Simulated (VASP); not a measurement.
Input of a VASP 6.6.1 run:

File INCAR:

```
PREC = Accurate
ENCUT = 520
EDIFF = 1E-6
ISMEAR = -1
SIGMA = 0.03
LREAL = False
LASPH = True
NELM = 100
ALGO = Normal
ISIF = 2
LWAVE = False
LCHARG = False
GGA = PS
NBANDS = 12
```

Contents of KPOINTS:

```
regular mesh
0
Gamma
  16 16 16
```

File POSCAR:

```
Ga
1.0
   -1.3676700000      1.4122500000      2.2290000000
    1.4122500000     -1.3676700000      2.2290000000
    1.3957500000      1.3957500000     -2.2009200000
Ga
1
Direct
    0.0000000000      0.0000000000      0.0000000000
```

Potentials or basis: VASP PAW PBE potentials, release 64 (Ga_d).

Launch:

```bash
$ cat potpaw_PBE.64/Ga_d/POTCAR > POTCAR
$ mpirun -np 1 vasp_std > vasp.out
```

**Question.** Predict the pressure.

**Answer.** 0.7 GPa.

Stress tensor (GPa, compression positive):
```
 0.72 -0.70 -0.40
-0.70  0.72 -0.40
-0.40 -0.40  0.51
```

Caveat: the cell differs from its parent crystal (equal xy, yz and zx shear strains of +2 %); the PAW data sets were made with another functional, which shifts forces and pressure a little.
